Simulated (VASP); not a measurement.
# Mg2Si3N3 (Pm-3m) in VASP: further runs

Mg2Si3N3 is run at these levels: PBE; tasks: single point, relaxation of cell and atoms.

Everything below comes from runs of VASP 6.6.1. Logs are shortened: lines on timing, memory, paths and dates and some standing lists are left out, and cuts for length are marked.

## (1) The cell of the first run

Symmetry: Pm-3m, No. 221, cubic system. Conventional cell: a = 4.645 Å, b = 4.645 Å, c = 4.645 Å, α = 90.00°, β = 90.00°, γ = 90.00°. Mg (site symmetry m-3m) has 6 Si at 2.32 Å within 3.1 Å. Mg (site symmetry m-3m) has 6 N at 2.32 Å within 3.1 Å. Within 3.1 Å of Si (site symmetry 4/mmm) lie 2 Mg at 2.32 Å and 4 N at 2.32 Å. Within 3.1 Å of N (site symmetry 4/mmm) lie 2 Mg at 2.32 Å and 4 Si at 2.32 Å.

## (2) Single point, PBE

Input file INCAR:

```
SYSTEM = Mg2Si3N3
ALGO     = Normal         ! electronic algorithm
EDIFF    = 1E-6           ! SCF threshold, eV
ENCUT    = 600            ! plane-wave cutoff, eV
GGA      = PE             ! functional
GGA_COMPAT= .False.      
ISIF     = 2              ! what is computed and relaxed
ISMEAR   = 0              ! smearing method
LASPH    = .True.         ! aspherical terms in the spheres
LCHARG   = .False.        ! write CHGCAR
LREAL    = .False.        ! projectors in reciprocal space
LWAVE    = .False.        ! write WAVECAR
NBANDS   = 26             ! bands
NELM     = 120            ! most SCF steps
PREC     = Accurate       ! precision mode
SIGMA    = 0.2            ! smearing width, eV
```

Input file KPOINTS:

```
k-points
0
Gamma
  3 3 3
  0 0 0
```

Input file POSCAR:

```
Mg2Si3N3
1.0
    4.6454881553      0.0000000000      0.0000000000
    0.0000000000      4.6454881553      0.0000000000
    0.0000000000      0.0000000000      4.6454881553
Mg Si N
2 3 3
Direct
    0.5000000000      0.5000000000      0.5000000000
    0.0000000000      0.0000000000      0.0000000000
    0.0000000000      0.5000000000      0.5000000000
    0.5000000000      0.0000000000      0.5000000000
    0.5000000000      0.5000000000      0.0000000000
    0.5000000000      0.0000000000      0.0000000000
    0.0000000000      0.5000000000      0.0000000000
    0.0000000000      0.0000000000      0.5000000000
```

Potentials or basis: VASP PAW PBE potentials, release 64 (Mg, Si, N).

On the command line:

```console
cat potpaw_PBE.64/Mg/POTCAR potpaw_PBE.64/Si/POTCAR potpaw_PBE.64/N/POTCAR > POTCAR
mpirun -np 1 vasp_std > vasp.out
```

OUTCAR:

```text
SYSTEM = Mg2Si3N3
   EDIFF = 1E-6
   ENCUT = 600
   GGA = PE
   ISIF = 2
   ISMEAR = 0
   LASPH = .True.
   LREAL = .False.
   NELM = 120
   PREC = Accurate

 ion  position               nearest neighbor table
   1  0.500  0.500  0.500-   3 2.32   4 2.32   5 2.32   5 2.32   4 2.32   3 2.32
   2  0.000  0.000  0.000-   6 2.32   7 2.32   8 2.32   8 2.32   7 2.32   6 2.32   3 3.28   4 3.28
                             3 3.28   3 3.28   5 3.28   4 3.28   3 3.28   4 3.28   5 3.28   5 3.28
   3  0.000  0.500  0.500-   1 2.32   7 2.32   8 2.32   7 2.32   8 2.32   1 2.32   2 3.28   2 3.28
                             2 3.28   2 3.28
   4  0.500  0.000  0.500-   1 2.32   6 2.32   8 2.32   6 2.32   1 2.32   8 2.32   2 3.28   2 3.28
                             2 3.28   2 3.28
   5  0.500  0.500  0.000-   1 2.32   6 2.32   7 2.32   1 2.32   6 2.32   7 2.32   2 3.28   2 3.28
                             2 3.28   2 3.28
   6  0.500  0.000  0.000-   2 2.32   4 2.32   5 2.32   4 2.32   5 2.32   2 2.32
   7  0.000  0.500  0.000-   2 2.32   3 2.32   5 2.32   3 2.32   2 2.32   5 2.32
   8  0.000  0.000  0.500-   2 2.32   3 2.32   4 2.32   2 2.32   3 2.32   4 2.32

  LATTYP: Found a simple cubic cell.
 ALAT       =     4.6454881553

  Lattice vectors:

 A1 = (   4.6454881553,   0.0000000000,   0.0000000000)
 A2 = (   0.0000000000,   4.6454881553,   0.0000000000)
 A3 = (   0.0000000000,   0.0000000000,   4.6454881553)

Analysis of symmetry for initial positions (statically):
=====================================================================
 Subroutine PRICEL returns:
 Original cell was already a primitive cell.

 Routine SETGRP: Setting up the symmetry group for a
 simple cubic supercell.

 Subroutine GETGRP returns: Found 48 space group operations
 (whereof 48 operations were pure point group operations)
 out of a pool of 48 trial point group operations.

The static configuration has the point symmetry O_h .

Analysis of symmetry for dynamics (positions and initial velocities):
=====================================================================
 Subroutine PRICEL returns:
 Original cell was already a primitive cell.

 Routine SETGRP: Setting up the symmetry group for a
 simple cubic supercell.

 Subroutine GETGRP returns: Found 48 space group operations
 (whereof 48 operations were pure point group operations)
 out of a pool of 48 trial point group operations.

The dynamic configuration has the point symmetry O_h .

 Subroutine INISYM returns: Found 48 space group operations
 (whereof 48 operations are pure point group operations),
 and found     1 'primitive' translations

----------------------------------------------------------------------------------------

                                     Primitive cell

  volume of cell :     100.2522

  direct lattice vectors                    reciprocal lattice vectors
     4.645488155  0.000000000  0.000000000     0.215262630  0.000000000  0.000000000
     0.000000000  4.645488155  0.000000000     0.000000000  0.215262630  0.000000000
     0.000000000  0.000000000  4.645488155     0.000000000  0.000000000  0.215262630

  length of vectors
     4.645488155  4.645488155  4.645488155     0.215262630  0.215262630  0.215262630

  position of ions in fractional coordinates (direct lattice)
     0.500000000  0.500000000  0.500000000
     0.000000000  0.000000000  0.000000000
     0.000000000  0.500000000  0.500000000
     0.500000000  0.000000000  0.500000000
     0.500000000  0.500000000  0.000000000
     0.500000000  0.000000000  0.000000000
     0.000000000  0.500000000  0.000000000
     0.000000000  0.000000000  0.500000000

  ion indices of the primitive-cell ions
   primitive index   ion index
                 1           1
                 2           2
                 3           3
                 4           4
                 5           5
                 6           6
                 7           7
                 8           8

----------------------------------------------------------------------------------------

 KPOINTS: k-points

Automatic generation of k-mesh.
 Grid dimensions read from file:
 generate k-points for:    3    3    3

 Generating k-lattice:

  Cartesian coordinates                     Fractional coordinates (reciprocal lattice)
     0.071754210  0.000000000  0.000000000     0.333333333  0.000000000  0.000000000
     0.000000000  0.071754210  0.000000000     0.000000000  0.333333333  0.000000000
     0.000000000  0.000000000  0.071754210     0.000000000  0.000000000  0.333333333

  Length of vectors
     0.071754210  0.071754210  0.071754210

  Shift w.r.t. Gamma in fractional coordinates (k-lattice)
     0.000000000  0.000000000  0.000000000

 Subroutine IBZKPT returns following result:
 ===========================================

 Found      4 irreducible k-points:

 Following reciprocal coordinates:
            Coordinates               Weight
  0.000000  0.000000  0.000000      1.000000
  0.333333  0.000000  0.000000      6.000000
  0.333333  0.333333  0.000000     12.000000
  0.333333  0.333333  0.333333      8.000000
   k-points           NKPTS =      4   k-points in BZ     NKDIM =      4   number of bands    NBANDS=     26
   number of dos      NEDOS =    301   number of ions     NIONS =      8
   total plane-waves  NPLWV =  64000
   dimension x,y,z NGX =    40 NGY =   40 NGZ =   40
   dimension x,y,z NGXF=    80 NGYF=   80 NGZF=   80
   ions per type =               2   3   3
   NGX,Y,Z   is equivalent  to a cutoff of  14.31, 14.31, 14.31 a.u.
   NGXF,Y,Z  is equivalent  to a cutoff of  28.63, 28.63, 28.63 a.u.
 SYSTEM =  Mg2Si3N3
   PREC   = accura    normal or accurate (medium, high low for compatibility)
   ISTART =      0    job   : 0-new  1-cont  2-samecut
   ICHARG =      2    charge: 1-file 2-atom 10-const
   ISPIN  =      1    spin polarized calculation?
   LNONCOLLINEAR =      F non collinear calculations
   LSORBIT =      F    spin-orbit coupling
   LASPH  =      T    aspherical Exc in radial PAW
   ENCUT  =  600.0 eV  44.10 Ry    6.64 a.u.   9.28  9.28  9.28*2*pi/ulx,y,z
   NELM   =    120;   NELMIN=  2; NELMDL= -5     # of ELM steps
   EDIFF  = 0.1E-05   stopping-criterion for ELM
   LREAL  =      F    real-space projection
   EDIFFG = 0.1E-04   stopping-criterion for IOM
   NSW    =      0    number of steps for IOM
   IBRION =     -1    ionic relax: 0-MD 1-quasi-New 2-CG
   NFREE  =      0    steps in history (QN), initial steepest desc. (CG)
   ISIF   =      2    stress and relaxation
   ISYM   =      2    0-nonsym 1-usesym 2-fastsym
   POTIM  = 0.5000    time-step for ionic-motion
   TEBEG  =    0.0;   TEEND  =   0.0 temperature during run
   PSTRESS=    0.0 pullay stress
   NELECT =      31.0000    total number of electrons
   NUPDOWN=      -1.0000    fix difference up-down
   EMIN   =  10.00;   EMAX   =-10.00  energy-range for DOS
   EFERMI =   0.00;   METHOD = LEGACY
   ISMEAR =     0;   SIGMA  =   0.20  broadening in eV -4-tet -1-fermi 0-gaus
   EFERMI_NEDOS =   21; number of points for ismear=-14 and -15
   IALGO  =     38    algorithm
   IMIX   =      4    mixing-type and parameters
     AMIX     =   0.40;   BMIX     =  1.00
     AMIX_MAG =   1.60;   BMIX_MAG =  1.00
  volume/ion in A,a.u.               =      12.53        84.57
  Fermi-wavevector in a.u.,A,eV,Ry     =   1.107042  2.092006 16.674507  1.225542
  Thomas-Fermi vector in A             =   2.243551
   LORBIT       =      0    0 simple, 1 ext, 2 COOP (PROOUT), +10 PAW based schemes
   GGA     = PE    functional components
   LHFCALC =     F    Hartree Fock is set to
   AEXX    =    0.0000 exact exchange contribution
   IVDW    =     0    specifies the selected vdW correction
   LEPSILON=     F    determine dielectric tensor
   LRPA    =     F    only Hartree local field effects (RPA)
 non-spin polarized calculation
 Gauss-broadening in eV      SIGMA  =   0.20
  energy-cutoff  :      600.00
  volume of cell :      100.25
 maximum number of plane-waves:      3407
 NGX is ok and might be reduce to    40
   NGX = 19   NGY = 19   NGZ = 19

 number of electron      31.0000005 magnetization

 Free energy of the ion-electron system (eV)
  ---------------------------------------------------
  ext. energy  EPLUGINS =         0.00000000
  ---------------------------------------------------
  free energy    TOTEN  =       -37.39000684 eV

  energy without entropy =      -37.20481712  energy(sigma->0) =      -37.29741198

 E-fermi :   6.0789     XC(G=0): -10.7331

 val. band max:        5.9549972056   @ k =   0.3333   0.3333   0.0000
 cond. band min:       6.0948894873   @ k =   0.3333   0.0000   0.0000
 fundamental gap:      0.1398922817
 Fermi energy:         6.0788860946

 k-point     1 :       0.0000    0.0000    0.0000
  band No.  band energies     occupation
      1      -8.9164      2.00000
      2      -6.8456      2.00000
      3      -6.8456      2.00000
      4      -0.8609      2.00000
      5       0.2277      2.00000
      6       0.2277      2.00000
      7       0.2277      2.00000
      8       1.8462      2.00000
      9       1.8462      2.00000
     10       2.7109      2.00000
     11       2.7109      2.00000
     12       2.7109      2.00000
     13       4.8238      2.00000
     14       4.8238      2.00000
     15       4.8238      2.00000
     16       6.9815      0.00000
     17       6.9815      0.00000
     18       6.9815      0.00000
     19      10.0050      0.00000
     20      10.0050      0.00000
     21      10.0050      0.00000
     22      11.0382      0.00000
     23      13.0617      0.00000
     24      13.7386      0.00000
     25      13.7387      0.00000
     26      13.7440      0.00000

 k-point     2 :       0.3333    0.0000    0.0000
  band No.  band energies     occupation
      1      -8.4691      2.00000
      2      -7.3827      2.00000
      3      -6.7307      2.00000
      4      -1.9346      2.00000
      5      -0.0433      2.00000
      6       0.7629      2.00000
      7       0.7629      2.00000
      8       0.9203      2.00000
      9       2.0617      2.00000
     10       2.0617      2.00000
     11       3.1935      2.00000
     12       4.6493      2.00000
     13       4.6493      2.00000
     14       5.1830      2.00000
     15       5.8858      1.82779
     16       6.0949      0.90990
     17       6.0949      0.90990
     18       6.1610      0.56136
     19      10.5003      0.00000
     20      10.5166      0.00000
     21      11.4286      0.00000
     22      11.9154      0.00000
     23      11.9154      0.00000
     24      12.4529      0.00000
     25      13.4017      0.00000
     26      13.4036      0.00000

 k-point     3 :       0.3333    0.3333    0.0000
  band No.  band energies     occupation
      1      -8.0743      2.00000
      2      -7.3324      2.00000
      3      -6.9932      2.00000
      4      -2.6633      2.00000
      5      -0.7177      2.00000
      6      -0.6589      2.00000
      7       1.2422      2.00000
      8       2.0597      2.00000
      9       2.4764      2.00000
     10       3.4026      2.00000
     11       3.8686      2.00000
     12       4.0836      2.00000
     13       4.6875      2.00000
     14       4.8351      2.00000
     15       4.9703      2.00000
     16       5.9550      1.61898
     17       6.1440      0.64537
     18       8.2234      0.00000
     19      10.0352      0.00000
     20      10.2830      0.00000
     21      10.5915      0.00000
     22      11.6105      0.00000
     23      11.7614      0.00000
     24      12.1582      0.00000
     25      13.5527      0.00000
     26      13.5878      0.00000

 k-point     4 :       0.3333    0.3333    0.3333
  band No.  band energies     occupation
      1      -7.7465      2.00000
      2      -7.1683      2.00000
      3      -7.1683      2.00000
      4      -2.5108      2.00000
      5      -1.8983      2.00000
      6      -1.8983      2.00000
      7       1.5934      2.00000
      8       1.8406      2.00000
      9       3.3082      2.00000
     10       3.3082      2.00000
     11       3.9901      2.00000
     12       5.0695      2.00000
     13       5.1164      2.00000
     14       5.1164      2.00000
     15       6.2772      0.16087
     16       6.2772      0.16087
     17       7.5094      0.00000
     18       7.5094      0.00000
     19       9.5344      0.00000
     20       9.5344      0.00000
     21       9.7695      0.00000
     22      10.8695      0.00000
     23      10.8695      0.00000
     24      11.3105      0.00000
     25      12.9520      0.00000
     26      14.3499      0.00000

------------------------ aborting loop because EDIFF is reached ----------------------------------------

  FORCE on cell =-STRESS in cart. coord.  units (eV):
  Direction    XX          YY          ZZ          XY          YZ          ZX
  --------------------------------------------------------------------------------------
  -------------------------------------------------------------------------------------
  Total       -0.1388901     -0.1388901     -0.1388901     -0.0000000     -0.0000000     -0.0000000
  in kB       -2.2196676     -2.2196676     -2.2196676     -0.0000000     -0.0000000     -0.0000000
  external PRESSURE =      -2.2196676 kB  Pullay stress =       0.0000000 kB

 VOLUME and BASIS-vectors are now :
 -----------------------------------------------------------------------------
  energy-cutoff  :      600.00
  volume of cell :      100.25
      direct lattice vectors                 reciprocal lattice vectors
     4.645488155  0.000000000  0.000000000     0.215262630  0.000000000  0.000000000
     0.000000000  4.645488155  0.000000000     0.000000000  0.215262630  0.000000000
     0.000000000  0.000000000  4.645488155     0.000000000  0.000000000  0.215262630

 POSITION                                       TOTAL-FORCE (eV/Angst)
 -----------------------------------------------------------------------------------
      2.32274      2.32274      2.32274         0.000000      0.000000      0.000000
      0.00000      0.00000      0.00000         0.000000      0.000000      0.000000
      0.00000      2.32274      2.32274         0.000000      0.000000      0.000000
      2.32274      0.00000      2.32274         0.000000      0.000000      0.000000
      2.32274      2.32274      0.00000         0.000000      0.000000      0.000000
      2.32274      0.00000      0.00000         0.000000      0.000000      0.000000
      0.00000      2.32274      0.00000         0.000000      0.000000      0.000000
      0.00000      0.00000      2.32274         0.000000      0.000000      0.000000
 -----------------------------------------------------------------------------------
    total drift:                                0.000000      0.000000      0.000000

  FREE ENERGIE OF THE ION-ELECTRON SYSTEM (eV)
  ---------------------------------------------------
  free  energy   TOTEN  =       -37.3900068404 eV

  energy  without entropy=      -37.2048171242  energy(sigma->0) =      -37.29741198
```

Wall time 14 s (1 thread of Intel Xeon Platinum 8559C (Emerald Rapids), shared host); peak memory 0.24 GiB.

What came out:

| Item | Value |
| --- | --- |
| Free energy | -37.3900 eV |
| Pressure | -0.2 GPa |

Caveat: the k points lie up to 0.45 Å⁻¹ apart.

(Continued in part 2 of 2.)
